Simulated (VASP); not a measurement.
# AlRu (Pm-3m) in VASP: further runs

AlRu is run at these levels: PBEsol; tasks: single point, relaxation of cell and atoms.

Program: VASP 6.6.1. These are calculated values, not measurements. Logs are shortened: lines on timing, memory, paths and dates and some standing lists are left out, and cuts for length are marked.

## Step 1: The cell of the first run

Symmetry: Pm-3m, No. 221, cubic system. Conventional cell: a = 2.972 Å, b = 2.972 Å, c = 2.972 Å, α = 90.00°, β = 90.00°, γ = 90.00°. Al (site symmetry m-3m) has 8 Ru at 2.57 Å and 6 Al at 2.97 Å within 3.4 Å. Within 3.4 Å of Ru (site symmetry m-3m) lie 8 Al at 2.57 Å and 6 Ru at 2.97 Å.

## Step 2: Single point, PBEsol

Input file INCAR:

```
  ALGO = Normal
  EDIFF = 1E-7
  ENCUT = 520
  GGA = PS
  ISIF = 2
  ISMEAR = -1
  LASPH = True
  LCHARG = False
  LREAL = False
  LWAVE = False
  NBANDS = 16
  NELM = 80
  PREC = Accurate
  SIGMA = 0.08
```

Input file KPOINTS:

```
k-points
0
Gamma
  16 16 16
```

Input file POSCAR:

```
AlRu
1.0
    2.9722521404      0.0000000000      0.0000000000
    0.0000000000      2.9722521404      0.0000000000
    0.0000000000      0.0000000000      2.9722521404
Al Ru
1 1
Direct
    0.0000000000      0.0000000000      0.0000000000
    0.5000000000      0.5000000000      0.5000000000
```

Potentials or basis: VASP PAW PBE potentials, release 64 (Al, Ru_pv).

Launch:

```console
$ cat potpaw_PBE.64/Al/POTCAR potpaw_PBE.64/Ru_pv/POTCAR > POTCAR
$ mpirun -np 1 vasp_std > vasp.out
```

OUTCAR:

```text
EDIFF = 1E-7
   ENCUT = 520
   GGA = PS
   ISIF = 2
   ISMEAR = -1
   LASPH = True
   LREAL = False
   NELM = 80
   PREC = Accurate

 ion  position               nearest neighbor table
   1  0.000  0.000  0.000-   2 2.57   2 2.57   2 2.57   2 2.57   2 2.57   2 2.57   2 2.57   2 2.57

   2  0.500  0.500  0.500-   1 2.57   1 2.57   1 2.57   1 2.57   1 2.57   1 2.57   1 2.57   1 2.57

  LATTYP: Found a simple cubic cell.
 ALAT       =     2.9722521404

  Lattice vectors:

 A1 = (   2.9722521404,   0.0000000000,   0.0000000000)
 A2 = (   0.0000000000,   2.9722521404,   0.0000000000)
 A3 = (   0.0000000000,   0.0000000000,   2.9722521404)

Analysis of symmetry for initial positions (statically):
=====================================================================
 Subroutine PRICEL returns:
 Original cell was already a primitive cell.

 Routine SETGRP: Setting up the symmetry group for a
 simple cubic supercell.

 Subroutine GETGRP returns: Found 48 space group operations
 (whereof 48 operations were pure point group operations)
 out of a pool of 48 trial point group operations.

The static configuration has the point symmetry O_h .

Analysis of symmetry for dynamics (positions and initial velocities):
=====================================================================
 Subroutine PRICEL returns:
 Original cell was already a primitive cell.

 Routine SETGRP: Setting up the symmetry group for a
 simple cubic supercell.

 Subroutine GETGRP returns: Found 48 space group operations
 (whereof 48 operations were pure point group operations)
 out of a pool of 48 trial point group operations.

The dynamic configuration has the point symmetry O_h .

 Subroutine INISYM returns: Found 48 space group operations
 (whereof 48 operations are pure point group operations),
 and found     1 'primitive' translations

----------------------------------------------------------------------------------------

                                     Primitive cell

  volume of cell :      26.2577

  direct lattice vectors                    reciprocal lattice vectors
     2.972252140  0.000000000  0.000000000     0.336445211  0.000000000  0.000000000
     0.000000000  2.972252140  0.000000000     0.000000000  0.336445211  0.000000000
     0.000000000  0.000000000  2.972252140     0.000000000  0.000000000  0.336445211
[... 75 lines left out ...]
   PREC   = accura    normal or accurate (medium, high low for compatibility)
   ISTART =      0    job   : 0-new  1-cont  2-samecut
   ICHARG =      2    charge: 1-file 2-atom 10-const
   ISPIN  =      1    spin polarized calculation?
   LNONCOLLINEAR =      F non collinear calculations
   LSORBIT =      F    spin-orbit coupling
   LASPH  =      T    aspherical Exc in radial PAW
   ENCUT  =  520.0 eV  38.22 Ry    6.18 a.u.   5.53  5.53  5.53*2*pi/ulx,y,z
   NELM   =     80;   NELMIN=  2; NELMDL= -5     # of ELM steps
   EDIFF  = 0.1E-06   stopping-criterion for ELM
   LREAL  =      F    real-space projection
   EDIFFG = 0.1E-05   stopping-criterion for IOM
   NSW    =      0    number of steps for IOM
   IBRION =     -1    ionic relax: 0-MD 1-quasi-New 2-CG
   NFREE  =      0    steps in history (QN), initial steepest desc. (CG)
   ISIF   =      2    stress and relaxation
   ISYM   =      2    0-nonsym 1-usesym 2-fastsym
   POTIM  = 0.5000    time-step for ionic-motion
   TEBEG  =    0.0;   TEEND  =   0.0 temperature during run
   PSTRESS=    0.0 pullay stress
   NELECT =      17.0000    total number of electrons
   NUPDOWN=      -1.0000    fix difference up-down
   EMIN   =  10.00;   EMAX   =-10.00  energy-range for DOS
   EFERMI =   0.00;   METHOD = LEGACY
   ISMEAR =    -1;   SIGMA  =   0.08  broadening in eV -4-tet -1-fermi 0-gaus
   EFERMI_NEDOS =   21; number of points for ismear=-14 and -15
   IALGO  =     38    algorithm
   IMIX   =      4    mixing-type and parameters
     AMIX     =   0.40;   BMIX     =  1.00
     AMIX_MAG =   1.60;   BMIX_MAG =  1.00
  volume/ion in A,a.u.               =      13.13        88.60
  Fermi-wavevector in a.u.,A,eV,Ry     =   1.416246  2.676318 27.289939  2.005754
  Thomas-Fermi vector in A             =   2.537601
   LORBIT       =      0    0 simple, 1 ext, 2 COOP (PROOUT), +10 PAW based schemes
   GGA     = PS    functional components
   LHFCALC =     F    Hartree Fock is set to
   AEXX    =    0.0000 exact exchange contribution
   IVDW    =     0    specifies the selected vdW correction
   LEPSILON=     F    determine dielectric tensor
   LRPA    =     F    only Hartree local field effects (RPA)
 non-spin polarized calculation
  energy-cutoff  :      520.00
  volume of cell :       26.26
 maximum number of plane-waves:       739
 NGX is ok and might be reduce to    24
   NGX = 11   NGY = 11   NGZ = 11

 number of electron      16.9999996 magnetization

 Free energy of the ion-electron system (eV)
  ---------------------------------------------------
  ext. energy  EPLUGINS =         0.00000000
  ---------------------------------------------------
  free energy    TOTEN  =       -15.53443543 eV

  energy without entropy =      -15.50083355  energy(sigma->0) =      -15.51763449

 E-fermi :  10.8949     XC(G=0): -12.7875

 val. band max:       10.8875472183   @ k =   0.2500   0.1250   0.0000
 cond. band min:      10.8977517947   @ k =   0.3750   0.1250   0.0625
 fundamental gap:      0.0102045764
 Fermi energy:        10.8949177864

 k-point     1 :       0.0000    0.0000    0.0000
  band No.  band energies     occupation
      1     -30.8414      2.00000
      2     -30.8414      2.00000
      3     -30.8414      2.00000
      4       1.0752      2.00000
      5       7.1749      2.00000
      6       7.1749      2.00000
[... 433 lines left out ...]
      3     -30.8191      2.00000
      4       5.2435      2.00000
      5       5.2880      2.00000
      6       8.1684      2.00000
[... 8 lines left out ...]
     15      22.8778      0.00000
     16      23.5226      0.00000

 [... further k-points ...]
[... 5 lines left out ...]
  --------------------------------------------------------------------------------------
  -------------------------------------------------------------------------------------
  Total        0.1758585      0.1758585      0.1758585      0.0000000      0.0000000     -0.0000000
  in kB       10.7304273     10.7304273     10.7304273      0.0000000      0.0000000     -0.0000000
  external PRESSURE =      10.7304273 kB  Pullay stress =       0.0000000 kB

 VOLUME and BASIS-vectors are now :
 -----------------------------------------------------------------------------
  energy-cutoff  :      520.00
  volume of cell :       26.26
      direct lattice vectors                 reciprocal lattice vectors
     2.972252140  0.000000000  0.000000000     0.336445211  0.000000000  0.000000000
     0.000000000  2.972252140  0.000000000     0.000000000  0.336445211  0.000000000
     0.000000000  0.000000000  2.972252140     0.000000000  0.000000000  0.336445211

 POSITION                                       TOTAL-FORCE (eV/Angst)
 -----------------------------------------------------------------------------------
      0.00000      0.00000      0.00000         0.000000      0.000000      0.000000
      1.48613      1.48613      1.48613         0.000000      0.000000      0.000000
 -----------------------------------------------------------------------------------
    total drift:                                0.000000     -0.000000     -0.000000

  FREE ENERGIE OF THE ION-ELECTRON SYSTEM (eV)
  ---------------------------------------------------
  free  energy   TOTEN  =       -15.5344354311 eV

  energy  without entropy=      -15.5008335539  energy(sigma->0) =      -15.51763449
```

stdout:

```text
POSCAR found type information on POSCAR AlRu
 POSCAR found :  2 types and       2 ions
 scaLAPACK will be used
 -----------------------------------------------------------------------------
|                                                                             |
|                                                                             |
|     You enforced a specific xc type in the INCAR file but a different       |
|     I HOPE YOU KNOW WHAT YOU ARE DOING!                                     |
|                                                                             |
 -----------------------------------------------------------------------------

 LDA part: xc-table for (Slater+PW92), standard interpolation
 POSCAR, INCAR and KPOINTS ok, starting setup
 FFT: planning ... GRIDC
 FFT: planning ... GRID_SOFT
 FFT: planning ... GRID
 WAVECAR not read
 entering main loop
```

Wall time 24 s (1 thread of Intel Xeon Platinum 8488C (Sapphire Rapids), shared host); peak memory 0.18 GiB.

What came out:

```yaml
Free_energy: -15.5344 eV
Pressure: 1.1 GPa
Band_gap_on_the_k_mesh: zero (an odd number of electrons rules out a gap without spin polarisation)
```

Caveat: the PAW data sets were made with another functional, which shifts forces and pressure a little.

## Step 3: Relaxation of cell and atoms, PBEsol, target pressure 1 GPa, at which the enthalpy is minimised

This run uses another cell than the first one, of 13.19 Å³/atom.

Input file INCAR:

```
SYSTEM = AlRu
PREC = Accurate
ENCUT = 600
EDIFF = 1E-7
ISMEAR = -1
SIGMA = 0.08
LREAL = .FALSE.
LASPH = .TRUE.
NELM = 60
ALGO = Normal
ISIF = 3
LWAVE = .FALSE.
LCHARG = .FALSE.
GGA = PS
IBRION = 2
NSW = 100
EDIFFG = -0.002
PSTRESS = 10.0
```

Input file KPOINTS:

```
regular mesh
0
G
  16 16 16
  0 0 0
```

Input file POSCAR:

```
AlRu
1.0
    2.9768317452      0.0000000000      0.0000000000
    0.0000000000      2.9768317452      0.0000000000
    0.0000000000      0.0000000000      2.9768317452
Al Ru
1 1
Direct
    0.0000000000      0.0000000000      0.0000000000
    0.5000000000      0.5000000000      0.5000000000
```

Potentials or basis: VASP PAW PBE potentials, release 64 (Al, Ru_pv).

Launch:

```console
$ cat potpaw_PBE.64/Al/POTCAR potpaw_PBE.64/Ru_pv/POTCAR > POTCAR
$ mpirun -np 1 vasp_std > vasp.out
```

Run time: 44 s. Hardware: 1 thread of Intel Xeon Platinum 8488C (Sapphire Rapids), shared host; peak memory 0.2 GiB.

It converged, with:

```
Free energy                                                : -15.5347 eV
Relaxed volume                                             : 13.13 Å³/atom
Relaxed cell                                               : a = 2.972 Å, b = 2.972 Å, c = 2.972 Å, α = 90.00°, β = 90.00°, γ = 90.00°
Space group after relaxing (to 0.1 Å)                      : Pm-3m (No. 221)
Energy change on relaxing (the run minimises the enthalpy) : +0.2 meV/atom
Ionic steps                                                : 3
Pressure after relaxing                                    : 1.0 GPa
Band gap on the k mesh                                     : zero (an odd number of electrons rules out a gap without spin polarisation)
```

The path:
```
step  energy change (eV)  largest force (eV/Å)  pressure (GPa)  volume (Å³)
   1              0.0000                0.0000            0.03        26.38
   2              0.0025                0.0000            2.64        26.08
   3              0.0004                0.0000            1.01        26.26
```

Final structure:
```yaml
crystal:
  lattice:
    - [2.97249, 0.00000, 0.00000]
    - [0.00000, 2.97249, 0.00000]
    - [0.00000, 0.00000, 2.97249]
  atoms:
    - { symbol: Al, position: [0.00000, 0.00000, 0.00000] }
    - { symbol: Ru, position: [0.50000, 0.50000, 0.50000] }
```

Levels at points of the mesh, in eV from the Fermi level:
| k point | band 7 | band 8 | band 9 | band 10 | band 11 | band 12 |
| --- | --- | --- | --- | --- | --- | --- |
| (0.00, 0.00, 0.00) | 0.18 | 0.18 | 0.18 | 6.14 | 6.14 | 6.14 |
| (0.50, 0.00, 0.00) | -1.66 | -1.66 | 0.44 | 2.33 | 7.42 | 11.08 |
| (0.50, 0.50, 0.00) | -1.40 | -1.22 | -1.22 | 1.56 | 5.38 | 6.46 |
| (0.50, 0.50, 0.50) | 1.65 | 1.65 | 2.70 | 4.12 | 4.12 | 4.12 |

Caveat: the cell is relaxed towards a set pressure, so the run minimises the enthalpy, not the energy; the PAW data sets were made with another functional, which shifts forces and pressure a little.

## Step 4: Relaxation of cell and atoms, PBEsol, target pressure 2 GPa, at which the enthalpy is minimised

This run uses another cell than the first one, of 13.19 Å³/atom.

Input file INCAR:

```
  PREC = Accurate
  ENCUT = 600
  EDIFF = 1E-7
  ISMEAR = -1
  SIGMA = 0.08
  LREAL = F
  LASPH = T
  NELM = 80
  ALGO = Normal
  ISIF = 3
  LWAVE = F
  LCHARG = F
  GGA = PS
  IBRION = 2
  NSW = 100
  EDIFFG = -0.002
  PSTRESS = 20.0
```

Input file KPOINTS:

```
regular mesh
0
Gamma
  16 16 16
```

POSCAR is that of step 3.

Launch:

```console
$ cat potpaw_PBE.64/Al/POTCAR potpaw_PBE.64/Ru_pv/POTCAR > POTCAR
$ mpirun -np 1 vasp_std > vasp.out
```

Wall time 45 s (1 thread of Intel Xeon Platinum 8488C (Sapphire Rapids), shared host); peak memory 0.19 GiB.

It converged, with:

| Property | Result |
| --- | --- |
| Free energy | -15.5337 eV |
| Relaxed volume | 13.07 Å³/atom |
| Relaxed cell | a = 2.968 Å, b = 2.968 Å, c = 2.968 Å, α = 90.00°, β = 90.00°, γ = 90.00° |
| Space group after relaxing (to 0.1 Å) | Pm-3m (No. 221) |
| Energy change on relaxing (the run minimises the enthalpy) | +0.7 meV/atom |
| Ionic steps | 3 |
| Pressure after relaxing | 2.0 GPa |
| Band gap on the k mesh | zero (an odd number of electrons rules out a gap without spin polarisation) |

The path:
```tsv
step	energy change (eV)	largest force (eV/Å)	pressure (GPa)	volume (Å³)
1	0.0000	0.0000	0.03	26.38
2	0.0103	0.0000	5.47	25.77
3	0.0014	0.0000	1.99	26.15
```

Final structure:
```yaml
crystal:
  lattice:
    - [2.96816, 0.00000, 0.00000]
    - [0.00000, 2.96816, 0.00000]
    - [0.00000, 0.00000, 2.96816]
  atoms:
    - { symbol: Al, position: [0.00000, 0.00000, 0.00000] }
    - { symbol: Ru, position: [0.50000, 0.50000, 0.50000] }
```

Levels at points of the mesh, in eV from the Fermi level:
| k point | band 6 | band 7 | band 8 | band 9 | band 10 | band 11 | band 12 |
| --- | --- | --- | --- | --- | --- | --- | --- |
| (0.00, 0.00, 0.00) | -3.74 | 0.18 | 0.18 | 0.18 | 6.17 | 6.17 | 6.17 |
| (0.50, 0.00, 0.00) | -2.92 | -1.67 | -1.67 | 0.44 | 2.35 | 7.41 | 11.10 |
| (0.50, 0.50, 0.00) | -1.40 | -1.40 | -1.23 | -1.23 | 1.57 | 5.41 | 6.50 |
| (0.50, 0.50, 0.50) | -4.79 | 1.67 | 1.67 | 2.73 | 4.13 | 4.13 | 4.13 |

Caveat: the cell is relaxed towards a set pressure, so the run minimises the enthalpy, not the energy; the PAW data sets were made with another functional, which shifts forces and pressure a little.

## Step 5: The runs side by side

| task | cell | cutoff (eV) | gap on the mesh (eV) | pressure (GPa) |
| --- | --- | --- | --- | --- |
| single point | a = 2.972 Å, 2 atoms | 520 | none | 1.1 |
| relaxation of cell and atoms | relaxed to 1 GPa from a = 2.977 Å, 2 atoms | 600 | none | 1.0 |
| relaxation of cell and atoms | relaxed to 2 GPa from a = 2.977 Å, 2 atoms | 600 | none | 2.0 |

Alike in all rows: level PBEsol; potentials or basis VASP PAW PBE potentials, release 64 (Al, Ru_pv); no spin polarisation; k mesh 16 × 16 × 16; smearing fermi-dirac 0.08 eV.

Caveats: the PAW data sets were made with another functional, which shifts forces and pressure a little; the cell is relaxed towards a set pressure, so the run minimises the enthalpy, not the energy (at least some runs).

Absolute energies hang on the potentials; compare differences alone.
